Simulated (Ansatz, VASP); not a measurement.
## P: VASP beside Ansatz

File INCAR:

```
SYSTEM = P
ALGO     = Normal         ! electronic algorithm
EDIFF    = 1E-6           ! SCF threshold, eV
ENCUT    = 520            ! plane-wave cutoff, eV
GGA      = PE             ! functional
ISIF     = 2              ! what is computed and relaxed
ISMEAR   = 0              ! smearing method
IVDW     = 12             ! dispersion correction
LASPH    = .True.         ! aspherical terms in the spheres
LCHARG   = .False.        ! write CHGCAR
LREAL    = .False.        ! projectors in reciprocal space
LWAVE    = .False.        ! write WAVECAR
NBANDS   = 18             ! bands
NELM     = 60             ! most SCF steps
PREC     = Accurate       ! precision mode
SIGMA    = 0.15           ! smearing width, eV
```

Contents of KPOINTS:

```
k-points
0
Gamma
  16 16 12
  0 0 0
```

The input POSCAR:

```
P
1.0
    1.6778747652     -5.1467180210      0.0000000000
    1.6778747652      5.1467180210      0.0000000000
    0.0000000000      0.0000000000      4.1668618235
P
4
Direct
    0.1063803446      0.8936196554      0.9280972034
    0.6063803446      0.3936196554      0.5719027966
    0.8936196554      0.1063803446      0.0719027966
    0.3936196554      0.6063803446      0.4280972034
```

Input for Ansatz:

```yaml
crystal:
  lattice:
    - [1.6778747652, -5.146718021, 0.0]
    - [1.6778747652, 5.146718021, 0.0]
    - [0.0, 0.0, 4.1668618235]
  atoms:
    - { symbol: P, position: [0.1063803446, 0.8936196554, 0.9280972034] }
    - { symbol: P, position: [0.6063803446, 0.3936196554, 0.5719027966] }
    - { symbol: P, position: [0.8936196554, 0.1063803446, 0.0719027966] }
    - { symbol: P, position: [0.3936196554, 0.6063803446, 0.4280972034] }
basis:
  ecutwfc: 420
kpoints:
  mp_grid: { grid: [16, 16, 12] }
hamiltonian:
  xc: pbe
  dispersion: d3bj
scf:
  occupations: { method: gaussian, width: 0.15 }
output:
  forces: true
  stress: true
  eigenvalues: true
```

Change from the starting cell: strain +0.0100 x Voigt [1, 1, 0, 0, 0, 0], atoms carried along.

Alike in both runs: task single point; functional PBE; dispersion D3(BJ); k mesh 16 × 16 × 12; occupations gaussian, width 0.15 eV; no spin polarisation.

```csv
,VASP,Ansatz
version,VASP 6.6.1,Ansatz 0.2.0
potentials or method,"VASP PAW PBE potentials, release 64 (P), cutoff 520 eV","scalar-relativistic, plane waves, PAW"
valence electrons in the cell,20,20
```

```csv
,VASP,Ansatz,Ansatz less VASP
gap on the k mesh at the Fermi level (eV),none,none,-
pressure (GPa),-2.1,-1.8,+0.33
"traceless stress, the component that is largest in VASP (GPa)",0.81,0.76,-0.044
rms of the force components (eV/Å),0.123,0.094,-0.0287
```

Atom by atom the forces differ by 0.034 eV/Å (rms over components). A gap of «none» marks a metal or a gap that the smearing closes.
